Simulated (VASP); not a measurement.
Input of a VASP 6.6.1 run:

File INCAR:

```
ALGO = Normal ; EDIFF = 1E-6
ENCUT = 520 ; GGA = PE
ISIF = 2 ; ISMEAR = -1
LASPH = T ; LCHARG = F
LREAL = F ; LWAVE = F
NBANDS = 15 ; NELM = 60
PREC = Accurate ; SIGMA = 0.02
```

File KPOINTS:

```
k-points
0
Gamma
  8 8 8
```

POSCAR

```
SrO
1.0
    0.0000000000      2.6572890963      2.6572890963
    2.6572890963      0.0000000000      2.6572890963
    2.6572890963      2.6572890963      0.0000000000
Sr O
1 1
Direct
    0.0000000000      0.0000000000      0.0000000000
    0.5000000000      0.5000000000      0.5000000000
```

Potentials or basis: VASP PAW PBE potentials, release 64 (Sr_sv, O).

Command:

```sh
$ cat potpaw_PBE.64/Sr_sv/POTCAR potpaw_PBE.64/O/POTCAR > POTCAR
$ mpirun -np 1 vasp_std > vasp.out
```

Task: Estimate the pressure.

Result: -4.6 GPa.

Task: Estimate the band gap on the k mesh.

Result: 3.30 eV, indirect (least direct gap 3.32 eV).

Caveat: the cell differs from its parent crystal (strain +3.0%). A k mesh can miss the band edges.
